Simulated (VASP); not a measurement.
AlO2:

```
CELL_PARAMETERS angstrom
1.48816 -5.40283 0.00000
1.48816 5.40283 0.00000
0.00000 0.00000 3.64661
ATOMIC_POSITIONS crystal
Al 0.33187 0.66813 0.25000
Al 0.66813 0.33187 0.75000
O 0.70582 0.29418 0.25000
O 0.29418 0.70582 0.75000
O 0.93893 0.06107 0.25000
O 0.06107 0.93893 0.75000
```

Base run:

| Property | Result |
| --- | --- |
| Program | VASP 6.6.1 |
| Functional | PBEsol |
| Potentials or basis | VASP PAW PBE potentials, release 64 (Al, O) |
| Cutoff | 520 eV |
| k mesh | 12 × 12 × 10 |
| Occupations | gaussian, width 0.1 eV |
| Spin | collinear spin |
| Starting moments | [0.0, 0.0, 0.0, 0.0, 2.5, 2.5] μB |

Its results: pressure -5.1 GPa; largest force 0.109 eV/Å.

**Question.** The run is repeated on the same cell with these changes: spin from collinear spin to no spin polarisation; further incar settings from ALGO = Normal; EDIFF = 1e-06; NBANDS = 28 to ALGO = Normal; EDIFF = 1e-07; NBANDS = 24. What comes out?

**Answer.** Pressure -5.9 GPa; largest force 0.666 eV/Å.

Caveats: the cell stands under tension; the PAW data sets were made with another functional, which shifts forces and pressure a little.
